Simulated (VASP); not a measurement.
A run of VASP 6.6.1:

The input INCAR:

```
PREC = Accurate ; ENCUT = 520
EDIFF = 1E-7 ; ISMEAR = 0
SIGMA = 0.1 ; LREAL = F
LASPH = T ; NELM = 100
ALGO = Normal ; ISIF = 2
LWAVE = F ; LCHARG = F
GGA = CA ; NBANDS = 12
```

The input KPOINTS:

```
Automatic mesh
0
Gamma
  6 6 6
```

The input POSCAR:

```
As
1.0
    1.8797500000      1.0852741700      3.4857666700
   -1.8797500000      1.0852741700      3.4857666700
    0.0000000000     -2.1705483400      3.4857666700
As
2
Direct
    0.2275400000      0.2275400000      0.2275400000
    0.7724600000      0.7724600000      0.7724600000
```

Potentials or basis: VASP PAW LDA potentials, release 64 (As).

The run is started by

```sh
$ cat potpaw_LDA.64/As/POTCAR > POTCAR
$ mpirun -np 1 vasp_std > vasp.out
```

Hardware: 1 thread of AMD EPYC 9R45 96-Core Processor (Zen 5), on a shared host.

Task: Estimate the wall time of this run.

Result: It took 8.2 s on 1 thread of AMD EPYC 9R45 96-Core Processor (Zen 5), on a shared host, peak memory 0.12 GiB. Counts: scf iterations 11, k points 32.
